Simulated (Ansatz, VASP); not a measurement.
**One calculation of P, two programs**

The input INCAR:

```
SYSTEM = P
PREC     = Accurate       ! precision mode
ENCUT    = 500            ! plane-wave cutoff, eV
EDIFF    = 1E-6           ! SCF threshold, eV
ISMEAR   = -1             ! smearing method
SIGMA    = 0.02           ! smearing width, eV
LREAL    = .FALSE.        ! projectors in reciprocal space
LASPH    = .TRUE.         ! aspherical terms in the spheres
NELM     = 120            ! most SCF steps
ALGO     = Normal         ! electronic algorithm
ISIF     = 2              ! what is computed and relaxed
LWAVE    = .FALSE.        ! write WAVECAR
LCHARG   = .FALSE.        ! write CHGCAR
GGA      = PE             ! functional
NBANDS   = 12             ! bands
GGA_COMPAT= .FALSE.
```

File KPOINTS:

```
Automatic mesh
0
G
  6 6 6
  0 0 0
```

The input POSCAR:

```
P
1.0
    1.7257251780      0.9963478961      3.1296800121
   -1.7257251780      0.9963478961      3.1296800121
    0.0000000000     -1.9926957921      3.1296800121
P
2
Direct
    0.7729197500      0.7729197500      0.7729197500
    0.2270802500      0.2270802500      0.2270802500
```

Contents of input.yaml:

```yaml
crystal:
  lattice:
    - [1.725725178, 0.9963478961, 3.1296800121]
    - [-1.725725178, 0.9963478961, 3.1296800121]
    - [0.0, -1.9926957921, 3.1296800121]
  atoms:
    - { symbol: P, position: [0.77291975, 0.77291975, 0.77291975] }
    - { symbol: P, position: [0.22708025, 0.22708025, 0.22708025] }
kpoints:
  mp_grid: { grid: [6, 6, 6] }
scf:
  occupations: { method: fermi_dirac, width: 0.02 }
hamiltonian:
  xc: pbe
  pseudopotentials: { kind: all_electron, lapw: { basis_error: 0.003 } }
output:
  forces: true
  stress: true
  eigenvalues: true
```

Alike in both runs: task single point; functional PBE; k mesh 6 × 6 × 6; occupations fermi-dirac, width 0.02 eV; no spin polarisation.

|  | VASP | Ansatz |
| --- | --- | --- |
| version | VASP 6.6.1 | Ansatz 0.2.0 |
| potentials or method | VASP PAW PBE potentials, release 64 (P), cutoff 500 eV | all-electron LAPW, scalar-relativistic |

|  | VASP | Ansatz | Ansatz less VASP |
| --- | --- | --- | --- |
| gap on the k mesh at the Fermi level (eV) | none | none | - |
| pressure (GPa) | 1.2 | 1.6 | +0.36 |
| traceless stress, the component that is largest in VASP (GPa) | -0.87 | -1.08 | -0.216 |
| rms of the force components (eV/Å) | 0.017 | 0.005 | -0.0115 |

Atom by atom the forces differ by 0.022 eV/Å (rms over components). A gap of «none» marks a metal or a gap that the smearing closes. Ansatz ran all-electron here, and VASP with PAW potentials.

The k mesh is coarse, so the values compare programs but aren't converged.
